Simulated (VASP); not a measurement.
# Na2Rh (P-3m1) in VASP: notebook, part 2 of 2

VASP 6.6.1. Earlier steps stand in the parts before.

## (4) Single point, PBE, collinear spin, ferromagnetic start

Input file INCAR:

```
SYSTEM = Na2Rh
PREC = Accurate
ENCUT = 520
EDIFF = 1E-6
ISMEAR = 0
SIGMA = 0.1
LREAL = .False.
LASPH = .True.
NELM = 150
ALGO = Fast
ISIF = 2
LWAVE = .False.
LCHARG = .True.
ISPIN = 2
MAGMOM = 0 0 1
LORBIT = 11
LMAXMIX = 4
GGA = PE
LELF = .True.
LVHAR = .True.
NBANDS = 26
```

Input file KPOINTS:

```
Automatic mesh
0
Gamma
  6 6 2
  0 0 0
```

Input file POSCAR:

```
Na2Rh
1.0
    2.9258958648      0.0000000000      0.0000000000
   -1.4629479324      2.5339001477      0.0000000000
    0.0000000000      0.0000000000      8.1160730824
Na Rh
2 1
Direct
    0.6666666667      0.3333333333      0.7053174414
    0.3333333333      0.6666666667      0.2946825586
    0.0000000000      0.0000000000      0.0000000000
```

Run with:

```sh
$ cat potpaw_PBE.64/Na_pv/POTCAR potpaw_PBE.64/Rh_pv/POTCAR > POTCAR
$ mpirun -np 1 vasp_std > vasp.out
```

Run time: 74 s. Hardware: 1 thread of Intel Xeon 8259CL, shared host; peak memory 0.22 GiB.

Results (log left out):

* Free energy: -8.8376 eV
* Pressure: 0.1 GPa
* Largest force: 0.016 eV/Å
* Net moment: 0.25 μB per cell
* Site moments: Na -0.00; Rh +0.29 μB
* Valence electrons inside the program's atomic spheres: Na 6.12; Rh 13.61

Forces in eV/Å, atoms in the order of the input:
```
Na   0.000  0.000 -0.016
Na   0.000  0.000  0.016
Rh   0.000  0.000  0.000
```

Levels at points of the mesh, in eV from the Fermi level:
Spin up:
| k point | band 11 | band 12 | band 13 | band 14 | band 15 | band 16 | band 17 | band 18 |
| --- | --- | --- | --- | --- | --- | --- | --- | --- |
| (0.00, 0.00, 0.00) | -3.15 | -1.68 | -1.56 | -1.56 | -1.29 | -0.10 | -0.10 | 4.51 |
| (0.50, 0.00, 0.00) | -2.55 | -1.08 | -0.54 | 0.70 | 1.41 | 2.50 | 3.37 | 3.76 |
| (0.00, 0.00, 0.50) | -3.38 | -2.52 | -1.56 | -1.56 | -0.10 | -0.10 | 0.65 | 2.25 |
| (0.50, 0.00, 0.50) | -2.55 | -1.05 | -0.54 | 0.70 | 1.59 | 2.13 | 2.90 | 4.39 |
Spin down:
| k point | band 11 | band 12 | band 13 | band 14 | band 15 | band 16 | band 17 | band 18 |
| --- | --- | --- | --- | --- | --- | --- | --- | --- |
| (0.00, 0.00, 0.00) | -3.12 | -1.71 | -1.39 | -1.39 | -1.25 | 0.18 | 0.18 | 4.51 |
| (0.50, 0.00, 0.00) | -2.35 | -0.98 | -0.27 | 0.90 | 1.39 | 2.49 | 3.35 | 3.74 |
| (0.00, 0.00, 0.50) | -3.42 | -2.45 | -1.39 | -1.39 | 0.18 | 0.18 | 0.62 | 2.27 |
| (0.50, 0.00, 0.50) | -2.35 | -0.95 | -0.27 | 0.90 | 1.57 | 2.11 | 2.88 | 4.45 |

Caveat: the k points lie up to 0.41 Å⁻¹ apart.

## (5) Relaxation of cell and atoms, PBE

This run uses another cell than the first one, of 29.79 Å³/atom.

Input file INCAR:

```
SYSTEM = Na2Rh
PREC     = Accurate       ! precision mode
ENCUT    = 600            ! plane-wave cutoff, eV
EDIFF    = 1E-7           ! SCF threshold, eV
ISMEAR   = 0              ! smearing method
SIGMA    = 0.1            ! smearing width, eV
LREAL    = .FALSE.        ! projectors in reciprocal space
LASPH    = .TRUE.         ! aspherical terms in the spheres
NELM     = 100            ! most SCF steps
ALGO     = Normal         ! electronic algorithm
ISIF     = 3              ! what is computed and relaxed
LWAVE    = .FALSE.        ! write WAVECAR
LCHARG   = .FALSE.        ! write CHGCAR
GGA      = PE             ! functional
IBRION   = 2              ! ionic algorithm
NSW      = 90             ! ionic steps
EDIFFG   = -0.04          ! ionic threshold
```

Input file KPOINTS:

```
regular mesh
0
G
  6 6 2
  0 0 0
```

Input file POSCAR:

```
Na2Rh
1.0
    3.5497516600      0.0000000000      0.0000000000
   -1.7748758300      3.0741751100      0.0000000000
    0.0000000000      0.0000000000      8.1904765400
Na Rh
2 1
Direct
    0.6666666700      0.3333333300      0.6897748500
    0.3333333300      0.6666666700      0.3102251500
    0.0000000000      0.0000000000      0.0000000000
```

Potentials or basis: VASP PAW PBE potentials, release 64 (Na_pv, Rh_pv).

Run with:

```sh
$ cat potpaw_PBE.64/Na_pv/POTCAR potpaw_PBE.64/Rh_pv/POTCAR > POTCAR
$ mpirun -np 1 vasp_std > vasp.out
```

OUTCAR:

```text
SYSTEM = Na2Rh
   PREC = Accurate
   ENCUT = 600
   EDIFF = 1E-7
   ISMEAR = 0
   LREAL = .FALSE.
   LASPH = .TRUE.
   NELM = 100
   ISIF = 3
   GGA = PE
   IBRION = 2
   NSW = 90
   EDIFFG = -0.04

 ion  position               nearest neighbor table
   1  0.667  0.333  0.690-
   2  0.333  0.667  0.310-
   3  0.000  0.000  0.000-

  LATTYP: Found a hexagonal cell.
 ALAT       =     3.5497516600
 C/A-ratio  =     2.3073378998

  Lattice vectors:

 A1 = (   3.5497516600,   0.0000000000,   0.0000000000)
 A2 = (  -1.7748758300,   3.0741751100,   0.0000000000)
 A3 = (   0.0000000000,   0.0000000000,   8.1904765400)

Analysis of symmetry for initial positions (statically):
=====================================================================
 Subroutine PRICEL returns:
 Original cell was already a primitive cell.

 Routine SETGRP: Setting up the symmetry group for a
 hexagonal supercell.

 Subroutine GETGRP returns: Found 12 space group operations
 (whereof 12 operations were pure point group operations)
 out of a pool of 24 trial point group operations.

The static configuration has the point symmetry D_3d.

Analysis of symmetry for dynamics (positions and initial velocities):
=====================================================================
 Subroutine PRICEL returns:
 Original cell was already a primitive cell.

 Routine SETGRP: Setting up the symmetry group for a
 hexagonal supercell.

 Subroutine GETGRP returns: Found 12 space group operations
 (whereof 12 operations were pure point group operations)
 out of a pool of 24 trial point group operations.

The dynamic configuration has the point symmetry D_3d.
[... 96 lines left out ...]
   ISIF   =      3    stress and relaxation
   ISYM   =      2    0-nonsym 1-usesym 2-fastsym
   POTIM  = 0.5000    time-step for ionic-motion
   TEBEG  =    0.0;   TEEND  =   0.0 temperature during run
   PSTRESS=    0.0 pullay stress
   NELECT =      29.0000    total number of electrons
   NUPDOWN=      -1.0000    fix difference up-down
   EMIN   =  10.00;   EMAX   =-10.00  energy-range for DOS
   EFERMI =   0.00;   METHOD = LEGACY
   ISMEAR =     0;   SIGMA  =   0.10  broadening in eV -4-tet -1-fermi 0-gaus
   EFERMI_NEDOS =   21; number of points for ismear=-14 and -15
   IALGO  =     38    algorithm
   IMIX   =      4    mixing-type and parameters
     AMIX     =   0.40;   BMIX     =  1.00
     AMIX_MAG =   1.60;   BMIX_MAG =  1.00
  volume/ion in A,a.u.               =      29.79       201.05
  Fermi-wavevector in a.u.,A,eV,Ry     =   1.124939  2.125826 17.218002  1.265487
  Thomas-Fermi vector in A             =   2.261613
   LORBIT       =      0    0 simple, 1 ext, 2 COOP (PROOUT), +10 PAW based schemes
   GGA     = PE    functional components
   LHFCALC =     F    Hartree Fock is set to
   AEXX    =    0.0000 exact exchange contribution
   IVDW    =     0    specifies the selected vdW correction
   LEPSILON=     F    determine dielectric tensor
   LRPA    =     F    only Hartree local field effects (RPA)
 conjugate gradient relaxation of ions
 non-spin polarized calculation
 Gauss-broadening in eV      SIGMA  =   0.10
  energy-cutoff  :      600.00
  volume of cell :       89.38
 maximum number of plane-waves:      3009
   NGX = 15   NGY = 15   NGZ = 33

--------------------------------------- Ionic step        1  -------------------------------------------

 number of electron      29.0000017 magnetization

 Free energy of the ion-electron system (eV)
  ---------------------------------------------------
  ext. energy  EPLUGINS =         0.00000000
  ---------------------------------------------------
  free energy    TOTEN  =        -7.74725726 eV

  energy without entropy =       -7.71555577  energy(sigma->0) =       -7.73140651

------------------------ aborting loop because EDIFF is reached ----------------------------------------

  FORCE on cell =-STRESS in cart. coord.  units (eV):
  Direction    XX          YY          ZZ          XY          YZ          ZX
  --------------------------------------------------------------------------------------
  -------------------------------------------------------------------------------------
  Total       -3.8059268     -3.8059268     -2.5500139      0.0000000      0.0000000      0.0000000
  in kB      -68.2236997    -68.2236995    -45.7106497      0.0000000      0.0000000      0.0000000
  external PRESSURE =     -60.7193496 kB  Pullay stress =       0.0000000 kB
[... 685 lines left out ...]
      5     -21.3590      2.00000
      6     -21.3590      2.00000
[... 10 lines left out ...]
     17       6.3769      0.00000
     18       6.7858      0.00000

[... ionic steps 4 to 11 ...]

--------------------------------------- Ionic step       12  -------------------------------------------

 number of electron      29.0000006 magnetization

------------------------ aborting loop because EDIFF is reached ----------------------------------------
[... 69 lines left out ...]
--------------------------------------- Ionic step       14  -------------------------------------------

 number of electron      29.0000002 magnetization

 Free energy of the ion-electron system (eV)
  ---------------------------------------------------
  ext. energy  EPLUGINS =         0.00000000
  ---------------------------------------------------
  free energy    TOTEN  =        -8.84024943 eV

  energy without entropy =       -8.82769951  energy(sigma->0) =       -8.83397447

 E-fermi :   3.6406     XC(G=0):  -9.3625

 val. band max:        3.5857682625   @ k =   0.1667   0.0000   0.5000
 cond. band min:       3.7018834209   @ k =   0.0000   0.0000   0.5000
 fundamental gap:      0.1161151584
 Fermi energy:         3.6405646874
[... 322 lines left out ...]
  FREE ENERGIE OF THE ION-ELECTRON SYSTEM (eV)
  ---------------------------------------------------
  free  energy   TOTEN  =        -8.8402494301 eV

  energy  without entropy=       -8.8276995141  energy(sigma->0) =       -8.83397447

 reached required accuracy - stopping structural energy minimisation
```

Run time: 8.5 min. Hardware: 1 thread of Intel Xeon 8259CL, shared host; peak memory 0.25 GiB.

What came out:

```
Free energy                           : -8.8402 eV
Relaxed volume                        : 20.02 Å³/atom
Relaxed cell                          : a = 2.927 Å, b = 2.927 Å, c = 8.092 Å, α = 90.00°, β = 90.00°, γ = 120.00°
Space group after relaxing (to 0.1 Å) : P-3m1 (No. 164)
Energy gained by relaxing             : 364.3 meV/atom
Ionic steps                           : 14
Pressure after relaxing               : 0.0 GPa
Largest force after relaxing          : 0.022 eV/Å
Band gap on the k mesh                : zero (an odd number of electrons rules out a gap without spin polarisation)
```

Forces on the atoms (eV/Å):
```
Na   0.000  0.000  0.022
Na   0.000  0.000 -0.022
Rh   0.000  0.000  0.000
```

The path:
```
step  energy change (eV)  largest force (eV/Å)  pressure (GPa)  volume (Å³)
   1              0.0000                0.6571           -6.07        89.38
   2             -0.5627                0.5116           -5.28        75.54
   3              0.3840                1.8520           34.89        42.61
   4             -0.8338                0.3438           -3.33        66.97
   5             -0.9308                0.1265            2.96        56.72
   6             -0.9463                0.0610            0.27        59.92
   7             -0.9474                0.0315            0.67        59.36
   8             -1.0484                0.0168            1.17        58.18
   9             -1.0718                0.0217            2.18        56.97
  10             -1.0737                0.0193            1.92        57.21
  11             -1.0881                0.1322           -0.30        59.94
  12             -1.0884                0.1179           -0.03        59.56
  13             -1.0901                0.0933           -0.02        59.68
  14             -1.0930                0.0223            0.00        60.05
```

Final structure:
```cif
data_structure
_symmetry_space_group_name_H-M 'P 1'
_symmetry_Int_Tables_number 1
_cell_length_a 2.9273
_cell_length_b 2.9273
_cell_length_c 8.0919
_cell_angle_alpha 90.000
_cell_angle_beta 90.000
_cell_angle_gamma 120.000
_cell_volume 60.05
loop_
_atom_site_label
_atom_site_type_symbol
_atom_site_fract_x
_atom_site_fract_y
_atom_site_fract_z
_atom_site_occupancy
Na1 Na 0.66667 0.33333 0.70390 1
Na2 Na 0.33333 0.66667 0.29610 1
Rh1 Rh 0.00000 0.00000 0.00000 1
```

Levels at points of the mesh, in eV from the Fermi level:
```tsv
k point	band 12	band 13	band 14	band 15	band 16	band 17
(0.00, 0.00, 0.00)	-1.67	-1.49	-1.49	-1.26	0.06	0.06
(0.50, 0.00, 0.00)	-1.00	-0.39	0.78	1.40	2.47	3.35
(0.00, 0.00, 0.50)	-2.46	-1.49	-1.49	0.06	0.06	0.65
(0.50, 0.00, 0.50)	-0.98	-0.39	0.78	1.58	2.10	2.87
```

Caveat: the k points lie up to 0.41 Å⁻¹ apart in the final cell, too coarse for converged energies and pressures of a metal; the volume moved by over 15 % at a fixed basis, so the end points are rough.

## (6) Summary

| task | spin | cell | cutoff (eV) | gap on the mesh (eV) | pressure (GPa) | largest force (eV/Å) |
| --- | --- | --- | --- | --- | --- | --- |
| single point | off | a = 2.926, b = 2.926, c = 8.116 Å, angles 90.0, 90.0, 120.0°, 3 atoms, atomic positions A | 520 | none | 0.1 | 0.01 |
| single point | off | a = 3.550, b = 3.550, c = 8.190 Å, angles 90.0, 90.0, 120.0°, 3 atoms, atomic positions B | 520 | none | -6.0 | 0.66 |
| single point | collinear, ferromagnetic start | a = 2.926, b = 2.926, c = 8.116 Å, angles 90.0, 90.0, 120.0°, 3 atoms, atomic positions A | 520 | none | 0.1 | 0.02 |
| relaxation of cell and atoms | off | relaxed from a = 3.550, b = 3.550, c = 8.190 Å, angles 90.0, 90.0, 120.0°, 3 atoms, atomic positions B | 600 | none | 0.0 | 0.02 |

Alike in all rows: level PBE; potentials or basis VASP PAW PBE potentials, release 64 (Na_pv, Rh_pv); k mesh 6 × 6 × 2; smearing gaussian 0.1 eV.

Caveats: all runs use coarse meshes; the volume moved by over 15 % at a fixed basis, so the end points are rough (at least some runs).

Total energies depend on the potentials used, so only differences within one code and one set of settings carry meaning.
